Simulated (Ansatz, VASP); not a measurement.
# Cd: VASP beside Ansatz

```
CELL_PARAMETERS angstrom
0.00000 3.25441 3.25441
3.25441 0.00000 3.25441
3.25441 3.25441 0.00000
ATOMIC_POSITIONS crystal
Cd 0.00000 0.00000 0.00000
Cd 0.25000 0.25000 0.25000
```

Alike in both runs: functional r2SCAN; k mesh 14 × 14 × 14; occupations gaussian, width 0.1 eV; no spin polarisation.

Ansatz relaxed the structure, and its values are those at the end. VASP's run is a single point on that final structure, the one shown.

|  | VASP | Ansatz |
| --- | --- | --- |
| version | VASP 6.6.1 | Ansatz 0.2.0 |
| potentials or method | VASP PAW PBE potentials, release 64 (Cd), cutoff 520 eV | scalar-relativistic, plane waves, PAW |
| valence electrons in the cell | 24 | 40 |

|  | VASP | Ansatz | Ansatz less VASP |
| --- | --- | --- | --- |
| gap on the k mesh at the Fermi level (eV) | none | none | - |
| pressure (GPa) | 0.2 | 0.0 | -0.20 |

VASP's potentials were made for PBE, not for r2SCAN. A gap of «none» marks a metal or a gap that the smearing closes. VASP's potentials hold 24 valence electrons a cell and Ansatz's 40, so a difference there can come from the potentials and not from the codes.
